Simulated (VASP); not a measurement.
# Cr3N (Pm-3m) in VASP: notebook, part 2 of 2

VASP 6.6.1. Earlier steps stand in the parts before.

**5. Relaxation of cell and atoms, PBE**

Input file INCAR:

```
PREC     = Accurate       # precision mode
ENCUT    = 600            # plane-wave cutoff, eV
EDIFF    = 1E-6           # SCF threshold, eV
ISMEAR   = 0              # smearing method
SIGMA    = 0.1            # smearing width, eV
LREAL    = F              # projectors in reciprocal space
LASPH    = T              # aspherical terms in the spheres
NELM     = 80             # most SCF steps
ALGO     = Normal         # electronic algorithm
ISIF     = 3              # what is computed and relaxed
LWAVE    = F              # write WAVECAR
LCHARG   = F              # write CHGCAR
GGA      = PE             # functional
IBRION   = 2              # ionic algorithm
NSW      = 100            # ionic steps
EDIFFG   = -0.01          # ionic threshold
```

Input file KPOINTS:

```
regular mesh
0
Gamma
  14 14 14
```

Input file POSCAR:

```
Cr3N
1.0
    3.4308364688      0.0000000000      0.0000000000
    0.0000000000      3.4308364688      0.0000000000
    0.0000000000      0.0000000000      3.4308364688
Cr N
3 1
Direct
    0.0000000000      0.5000000000      0.5000000000
    0.5000000000      0.0000000000      0.5000000000
    0.5000000000      0.5000000000      0.0000000000
    0.0000000000      0.0000000000      0.0000000000
```

The run is started by

```
> cat potpaw_PBE.64/Cr_pv/POTCAR potpaw_PBE.64/N/POTCAR > POTCAR
> mpirun -np 1 vasp_std > vasp.out
```

It took 97 s on 1 thread of Intel Xeon 6975P-C (Granite Rapids), shared host; peak memory 0.24 GiB.

It converged, with:

```
Free energy                            : -33.5006 eV
Relaxed volume                         : 10.08 Å³/atom
Relaxed cell                           : a = 3.429 Å, b = 3.429 Å, c = 3.429 Å, α = 90.00°, β = 90.00°, γ = 90.00°
Space group after relaxing (to 0.05 Å) : Pm-3m (No. 221)
Energy gained by relaxing              : 0.0 meV/atom
Ionic steps                            : 3
Pressure after relaxing                : 0.0 GPa
```

Step by step:
```csv
step,energy change (eV),largest force (eV/Å),pressure (GPa),volume (Å³)
1,0.0000,0.0000,-0.41,40.38
2,0.0000,0.0000,0.42,40.23
3,-0.0001,0.0000,0.02,40.30
```

Final structure:
```
Cr N
1.0
     3.42862    0.00000    0.00000
     0.00000    3.42862    0.00000
     0.00000    0.00000    3.42862
Cr N
3 1
Direct
  0.00000 0.50000 0.50000
  0.50000 0.00000 0.50000
  0.50000 0.50000 0.00000
  0.00000 0.00000 0.00000
```

Levels at points of the mesh, in eV from the Fermi level:
| k point | band 18 | band 19 | band 20 | band 21 | band 22 | band 23 | band 24 |
| --- | --- | --- | --- | --- | --- | --- | --- |
| (0.00, 0.00, 0.00) | -3.64 | -3.64 | -0.76 | 0.30 | 0.30 | 0.30 | 1.64 |
| (0.50, 0.00, 0.00) | -1.23 | -1.18 | -0.46 | -0.20 | -0.20 | -0.18 | 0.78 |
| (0.50, 0.50, 0.00) | -1.07 | -1.07 | -0.14 | -0.14 | -0.03 | 0.16 | 0.87 |
| (0.50, 0.50, 0.50) | -1.34 | -1.34 | -0.94 | 0.19 | 0.19 | 0.19 | 0.82 |

Caveat: the run has no spin polarisation, though such a crystal can be magnetic.

**6. Relaxation of cell and atoms, PBE, collinear spin, ferromagnetic start**

This run uses another cell than the first one, of 10.59 Å³/atom, 1.049 times its volume.

Input file INCAR:

```
SYSTEM = Cr3N
PREC = Accurate
ENCUT = 600
EDIFF = 1E-6
ISMEAR = 0
SIGMA = 0.1
LREAL = .False.
LASPH = .True.
NELM = 150
ALGO = Normal
ISIF = 3
LWAVE = .False.
LCHARG = .False.
ISPIN = 2
MAGMOM = 3 3 3 0
LORBIT = 11
LMAXMIX = 4
GGA = PE
IBRION = 2
NSW = 90
EDIFFG = -0.04
```

Input file KPOINTS:

```
Automatic mesh
0
Gamma
  6 6 6
  0 0 0
```

Input file POSCAR:

```
Cr3N
1.0
    3.4857133500      0.0000000000      0.0000000000
    0.0000000000      3.4857133500      0.0000000000
    0.0000000000      0.0000000000      3.4857133500
Cr N
3 1
Direct
    0.0000000000      0.5000000000      0.5000000000
    0.5000000000      0.0000000000      0.5000000000
    0.5000000000      0.5000000000      0.0000000000
    0.0000000000      0.0000000000      0.0000000000
```

Potentials or basis: VASP PAW PBE potentials, release 64 (Cr_pv, N).

The run is started by

```
> cat potpaw_PBE.64/Cr_pv/POTCAR potpaw_PBE.64/N/POTCAR > POTCAR
> mpirun -np 1 vasp_std > vasp.out
```

OUTCAR:

```text
SYSTEM = Cr3N
   PREC = Accurate
   ENCUT = 600
   EDIFF = 1E-6
   ISMEAR = 0
   LREAL = .False.
   LASPH = .True.
   NELM = 150
   ISIF = 3
   ISPIN = 2
   LORBIT = 11
   GGA = PE
   IBRION = 2
   NSW = 90
   EDIFFG = -0.04

 ion  position               nearest neighbor table
   1  0.000  0.500  0.500-   2 2.46   3 2.46   4 2.46   3 2.46   4 2.46   2 2.46   4 2.46   4 2.46
                             2 2.46   3 2.46   3 2.46   2 2.46
   2  0.500  0.000  0.500-   1 2.46   3 2.46   4 2.46   3 2.46   4 2.46   1 2.46   3 2.46   3 2.46
                             1 2.46   4 2.46   4 2.46   1 2.46
   3  0.500  0.500  0.000-   1 2.46   2 2.46   4 2.46   1 2.46   2 2.46   2 2.46   4 2.46   2 2.46
                             1 2.46   4 2.46   1 2.46   4 2.46
   4  0.000  0.000  0.000-   1 2.46   2 2.46   3 2.46   1 2.46   2 2.46   1 2.46   3 2.46   1 2.46
                             2 2.46   3 2.46   2 2.46   3 2.46

  LATTYP: Found a simple cubic cell.
 ALAT       =     3.4857133500

  Lattice vectors:

 A1 = (   3.4857133500,   0.0000000000,   0.0000000000)
 A2 = (   0.0000000000,   3.4857133500,   0.0000000000)
 A3 = (   0.0000000000,   0.0000000000,   3.4857133500)

Analysis of symmetry for initial positions (statically):
=====================================================================
 Subroutine PRICEL returns:
 Original cell was already a primitive cell.

 Routine SETGRP: Setting up the symmetry group for a
 simple cubic supercell.

 Subroutine GETGRP returns: Found 48 space group operations
 (whereof 48 operations were pure point group operations)
 out of a pool of 48 trial point group operations.

The static configuration has the point symmetry O_h .

Analysis of symmetry for dynamics (positions and initial velocities):
=====================================================================
 Subroutine PRICEL returns:
 Original cell was already a primitive cell.

 Routine SETGRP: Setting up the symmetry group for a
 simple cubic supercell.

 Subroutine GETGRP returns: Found 48 space group operations
 (whereof 48 operations were pure point group operations)
 out of a pool of 48 trial point group operations.
[... 155 lines left out ...]

 number of electron      41.0000013 magnetization       0.0051751

 number of electron      41.0000013 magnetization      -0.0001709

 Free energy of the ion-electron system (eV)
  ---------------------------------------------------
  ext. energy  EPLUGINS =         0.00000000
  ---------------------------------------------------
  free energy    TOTEN  =       -33.43216896 eV

  energy without entropy =      -33.40357787  energy(sigma->0) =      -33.41787341

------------------------ aborting loop because EDIFF is reached ----------------------------------------

  FORCE on cell =-STRESS in cart. coord.  units (eV):
  Direction    XX          YY          ZZ          XY          YZ          ZX
  --------------------------------------------------------------------------------------
  -------------------------------------------------------------------------------------
  Total       -2.5621215     -2.5621215     -2.5621215     -0.0000000      0.0000000     -0.0000000
  in kB      -96.9248852    -96.9248852    -96.9248852     -0.0000000      0.0000000     -0.0000000
  external PRESSURE =     -96.9248852 kB  Pullay stress =       0.0000000 kB
[... 63 lines left out ...]
--------------------------------------- Ionic step        3  -------------------------------------------

 number of electron      41.0000039 magnetization       0.0000021

 Free energy of the ion-electron system (eV)
  ---------------------------------------------------
  ext. energy  EPLUGINS =         0.00000000
  ---------------------------------------------------
  free energy    TOTEN  =       -33.49620502 eV

  energy without entropy =      -33.46439959  energy(sigma->0) =      -33.48030230

 E-fermi :  11.4535     XC(G=0): -13.6304

 val. band max:       11.4413330437   @ k =   0.1667   0.1667   0.0000
 cond. band min:      11.4597949314   @ k =   0.3333   0.3333   0.1667
 fundamental gap:      0.0184618877
 Fermi energy:        11.4534904841

 spin component 1

 k-point     1 :       0.0000    0.0000    0.0000
  band No.  band energies     occupation
      1     -32.3330      1.00000
      2     -32.3330      1.00000
      3     -32.3330      1.00000
      4     -31.7520      1.00000
      5     -31.7520      1.00000
      6     -31.7520      1.00000
[... 629 lines left out ...]
     28      13.9307      0.00000
     29      13.9307      0.00000
 Fermi energy:        11.4534904841

 spin component 2

 k-point     1 :       0.0000    0.0000    0.0000
  band No.  band energies     occupation
      1     -32.3330      1.00000
      2     -32.3330      1.00000
      3     -32.3330      1.00000
      4     -31.7520      1.00000
      5     -31.7520      1.00000
      6     -31.7520      1.00000
[... 660 lines left out ...]
  FREE ENERGIE OF THE ION-ELECTRON SYSTEM (eV)
  ---------------------------------------------------
  free  energy   TOTEN  =       -33.4962050153 eV

  energy  without entropy=      -33.4643995943  energy(sigma->0) =      -33.48030230

 reached required accuracy - stopping structural energy minimisation

 total charge

# of ion       s       p       d       tot
------------------------------------------
    1        0.378   6.327   4.411  11.116
    2        0.378   6.327   4.411  11.116
    3        0.378   6.327   4.411  11.116
    4        1.295   2.185   0.000   3.480
--------------------------------------------------
tot          2.429  21.166  13.233  36.829

 magnetization (x)

# of ion       s       p       d       tot
------------------------------------------
    1        0.000   0.000   0.000   0.000
    2        0.000   0.000   0.000   0.000
    3        0.000   0.000   0.000   0.000
    4        0.000  -0.000   0.000   0.000
--------------------------------------------------
tot          0.000   0.000   0.000   0.000
```

CONTCAR:

```text
Cr3N
   1.00000000000000
     3.4288399551463606   -0.0000000000000000   -0.0000000000000000
    -0.0000000000000000    3.4288399551463606   -0.0000000000000000
     0.0000000000000000    0.0000000000000000    3.4288399551463606
  Cr              N
     3     1
Direct
     0.0000000000000000    0.5000000000000000    0.5000000000000000
     0.5000000000000000    0.0000000000000000    0.5000000000000000
     0.5000000000000000    0.5000000000000000    0.0000000000000000
     0.0000000000000000    0.0000000000000000    0.0000000000000000

  0.00000000E+00  0.00000000E+00  0.00000000E+00
  0.00000000E+00  0.00000000E+00  0.00000000E+00
  0.00000000E+00  0.00000000E+00  0.00000000E+00
  0.00000000E+00  0.00000000E+00  0.00000000E+00
```

It took 66 s on 1 thread of Intel Xeon 6975P-C (Granite Rapids), shared host; peak memory 0.2 GiB.

Results:

```yaml
Free_energy: -33.4962 eV
Relaxed_volume: 10.08 Å³/atom
Relaxed_cell: a = 3.429 Å, b = 3.429 Å, c = 3.429 Å, α = 90.00°, β = 90.00°, γ = 90.00°
Space_group_after_relaxing_to_0.05_Å: Pm-3m (No. 221)
Energy_gained_by_relaxing: 16.0 meV/atom
Ionic_steps: 3
Pressure_after_relaxing: -0.1 GPa
Net_moment: 0.00 μB per cell
Valence_electrons_inside_the_program's_atomic_spheres: Cr 11.12; N 3.48
```

Step by step:
```csv
step,energy change (eV),largest force (eV/Å),pressure (GPa),volume (Å³)
1,0.0000,0.0000,-9.69,42.35
2,-0.0090,0.0000,10.62,38.55
3,-0.0640,0.0000,-0.08,40.31
```

Final structure:
```xyz
4
Lattice="3.4288 0.0000 0.0000 0.0000 3.4288 0.0000 0.0000 0.0000 3.4288" Properties=species:S:1:pos:R:3 pbc="T T T"
Cr    0.0000    1.7144    1.7144
Cr    1.7144    0.0000    1.7144
Cr    1.7144    1.7144    0.0000
N     0.0000    0.0000    0.0000
```

Caveat: the starting moments collapsed, and a magnetic state may lie lower. With open d or f shells a metallic result of PBE can be an artefact of self-interaction; +U or a hybrid may open a gap.
